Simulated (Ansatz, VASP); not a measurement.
# YSb in VASP and in Ansatz

```
Y Sb
1.0
     0.00000    3.33825    3.33825
     3.33825    0.00000    3.33825
     3.33825    3.33825    0.00000
Y Sb
1 1
Direct
  0.00000 0.00000 0.00000
  0.25000 0.25000 0.25000
```

Change from the starting cell: volume scaled by 0.95, PAW files.

Alike in both runs: task single point; functional LDA; k mesh 12 × 12 × 12; occupations fermi-dirac, width 0.1 eV; no spin polarisation.

```csv
,VASP,Ansatz
version,VASP 6.6.1,Ansatz 0.2.0
potentials or method,"VASP PAW LDA potentials, release 64 (Y_sv, Sb)","PAW with Ansatz's default frozen-core files, scalar-relativistic"
plane-wave cutoff (eV),520,420
valence electrons in the cell,16,26
```

```tsv
	VASP	Ansatz	Ansatz less VASP
pressure (GPa)	2.5	2.4	-0.12
```

LDA's correlation is that of Perdew and Zunger in VASP and of Perdew and Wang (1992) in Ansatz. VASP's potentials hold 16 valence electrons a cell and Ansatz's 26, so a difference there can come from the potentials and not from the codes.

Neither program's run includes spin-orbit coupling.
